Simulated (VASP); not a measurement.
Set up this calculation in VASP 6.6.1, as the native input.

| Quantity | Value |
| --- | --- |
| Task | single point |
| Functional | r2SCAN |
| Potentials or basis | VASP PAW PBE potentials, release 64 (Sr_sv, Te) |
| Cutoff | 550 eV |
| k mesh | 6 × 6 × 6 |
| Occupations | gaussian, width 0.01 eV |
| Spin | no spin polarisation |
| Dipole correction | no |
| Further INCAR settings | ALGO = Normal; EDIFF = 1e-06; NBANDS = 15 |

Crystal: SrTe.

```
CELL_PARAMETERS angstrom
0.00000 3.41981 3.41981
3.41981 0.00000 3.41981
3.41981 3.41981 0.00000
ATOMIC_POSITIONS crystal
Sr 0.00000 0.00000 0.00000
Te 0.50000 0.50000 0.50000
```

This cell differs from its parent crystal: strain +2.0%.

One way to write it, as run:

POSCAR

```
SrTe
1.0
    0.0000000000      3.4198133696      3.4198133696
    3.4198133696      0.0000000000      3.4198133696
    3.4198133696      3.4198133696      0.0000000000
Sr Te
1 1
Direct
    0.0000000000      0.0000000000      0.0000000000
    0.5000000000      0.5000000000      0.5000000000
```

INCAR.step1

```
PREC     = Accurate       # precision mode
ENCUT    = 550            # plane-wave cutoff, eV
ISMEAR   = 0              # smearing method
SIGMA    = 0.01           # smearing width, eV
LREAL    = False          # projectors in reciprocal space
LASPH    = True           # aspherical terms in the spheres
NELM     = 120            # most SCF steps
NBANDS   = 15             # bands
GGA      = PE             # functional
ALGO     = Normal         # electronic algorithm
EDIFF    = 1E-5           # SCF threshold, eV
LWAVE    = True           # write WAVECAR
LCHARG   = False          # write CHGCAR
GGA_COMPAT= False
```

INCAR.step2

```
PREC     = Accurate       # precision mode
ENCUT    = 550            # plane-wave cutoff, eV
EDIFF    = 1E-6           # SCF threshold, eV
ISMEAR   = 0              # smearing method
SIGMA    = 0.01           # smearing width, eV
LREAL    = False          # projectors in reciprocal space
LASPH    = True           # aspherical terms in the spheres
NELM     = 120            # most SCF steps
ALGO     = Normal         # electronic algorithm
ISIF     = 2              # what is computed and relaxed
LWAVE    = False          # write WAVECAR
LCHARG   = False          # write CHGCAR
METAGGA  = R2SCAN         # meta-GGA
LMIXTAU  = True         
NBANDS   = 15             # bands
ISTART   = 1            
GGA_COMPAT= False
```

KPOINTS

```
Automatic mesh
0
Gamma
  6 6 6
```

Potentials or basis: VASP PAW PBE potentials, release 64 (Sr_sv, Te).

Run with:

```sh
$ cat potpaw_PBE.64/Sr_sv/POTCAR potpaw_PBE.64/Te/POTCAR > POTCAR
$ cp INCAR.step1 INCAR
$ mpirun -np 1 vasp_std > vasp.out
$ cp INCAR.step2 INCAR
$ mpirun -np 1 vasp_std > vasp.out
```

Results of the run:

| Property | Result |
| --- | --- |
| Pressure | -1.7 GPa |
| Band gap on the k mesh | 2.28 eV, indirect (least direct gap 2.98 eV) |

Caveat: the cell differs from its parent crystal (strain +2.0%); the PAW data sets were made with another functional, which shifts forces and pressure a little; spin-orbit coupling is left out, which moves the levels of the heavy elements.

It took 2.3 min on 1 thread of AMD EPYC 7R13 (shared host), peak memory 0.23 GiB.
